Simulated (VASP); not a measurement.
Runs of VASP 6.6.1 on GdN. The structure is that of space group F-43m (No. 216), or close to it. The cells are those of the table. 

```tsv
cell	k mesh for the DOS	occupations for the DOS	gap on the mesh (eV)	pressure (GPa)	moment (μB)
a = 3.834 Å, angles 60.0°, 2 atoms	-	-	(a)	-7.9	7.00
a = 3.729 Å, angles 60.0°, 2 atoms	15 × 15 × 15	tetrahedron	-	-	7.00
a = 3.753 Å, angles 60.0°, 2 atoms	-	-	1.11	-1.9	7.00
a = 3.778 Å, angles 60.0°, 2 atoms	-	-	1.10	-3.9	7.00
a = 3.678 Å, angles 60.0°, 2 atoms	-	-	1.12	5.2	7.00
a = 3.704 Å, angles 60.0°, 2 atoms	-	-	1.12	(b)	7.00
a = 3.764 Å, angles 60.0°, 2 atoms	-	-	1.11	-2.8	7.00
a = 3.729 Å, angles 60.0°, 2 atoms	-	-	1.12	0.2	7.00
```

Alike in all rows: task single point; level PBEsol; potentials or basis VASP PAW PBE potentials, release 64 (Gd, N); spin collinear, ferromagnetic start; k mesh 10 × 10 × 10; cutoff (eV) 520; smearing gaussian 0.05 eV.

Q: Fill in the values left out.

A: (a) 1.07; (b) 2.8.

Caveats: the PAW data sets were made with another functional, which shifts forces and pressure a little; spin-orbit coupling is left out, which moves the levels of the heavy elements; a cell with one magnetic atom can't hold antiferromagnetic order, which such compounds often take; semilocal functionals describe open f shells poorly, which spoils levels, moments and volumes; the cell stands under tension (at least some runs); the cell stands under pressure (at least some runs).

A k mesh can miss the band edges, and the runs leave out spin-orbit coupling on Gd.
